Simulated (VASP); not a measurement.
Set up this calculation in VASP 6.6.1, as the native input.

```
Task                   : single point
Functional             : r2SCAN
Potentials or basis    : VASP PAW PBE potentials, release 64 (Fe)
Cutoff                 : 520 eV
k mesh                 : 16 × 16 × 16
Occupations            : gaussian, width 0.2 eV
Spin                   : no spin polarisation
Dipole correction      : no
Further INCAR settings : ALGO = Normal; EDIFF = 1e-07; NBANDS = 10
```

Crystal: Fe.

```xyz
1
Lattice="-1.3650 1.3650 1.3650 1.3650 -1.3650 1.3650 1.3650 1.3650 -1.3650" Properties=species:S:1:pos:R:3 pbc="T T T"
Fe    0.0000    0.0000    0.0000
```

These files were run (other wordings do the same):

POSCAR

```
Fe
1.0
   -1.3650158294      1.3650158294      1.3650158294
    1.3650158294     -1.3650158294      1.3650158294
    1.3650158294      1.3650158294     -1.3650158294
Fe
1
Direct
    0.0000000000      0.0000000000      0.0000000000
```

INCAR.step1

```
ALGO = Normal
EDIFF = 1E-4
ENCUT = 520
GGA = PE
ISMEAR = 0
LASPH = T
LCHARG = F
LREAL = F
LWAVE = T
NBANDS = 10
NELM = 80
PREC = Accurate
SIGMA = 0.2
```

INCAR.step2

```
ALGO = Normal
EDIFF = 1E-7
ENCUT = 520
ISIF = 2
ISMEAR = 0
ISTART = 1
LASPH = T
LCHARG = T
LELF = T
LMIXTAU = T
LREAL = F
LVHAR = T
LWAVE = F
METAGGA = R2SCAN
NBANDS = 10
NELM = 80
PREC = Accurate
SIGMA = 0.2
```

KPOINTS

```
k-points
0
Gamma
  16 16 16
```

Potentials or basis: VASP PAW PBE potentials, release 64 (Fe).

The run is started by

```sh
$ cat potpaw_PBE.64/Fe/POTCAR > POTCAR
$ cp INCAR.step1 INCAR
$ mpirun -np 1 vasp_std > vasp.out
$ cp INCAR.step2 INCAR
$ mpirun -np 1 vasp_std > vasp.out
```

It gave:

```json
{
 "Pressure": "0.3 GPa",
 "Band gap on the k mesh": "zero (band 4 reaches 7.98 eV, above the bottom of band 5 at 5.85 eV)"
}
```

Caveat: the PAW data sets were made with another functional, which shifts forces and pressure a little; the run has no spin polarisation, though such a crystal can be magnetic.

It took 100 s on 1 thread of Intel Xeon 8259CL, on a shared host, peak memory 0.13 GiB.
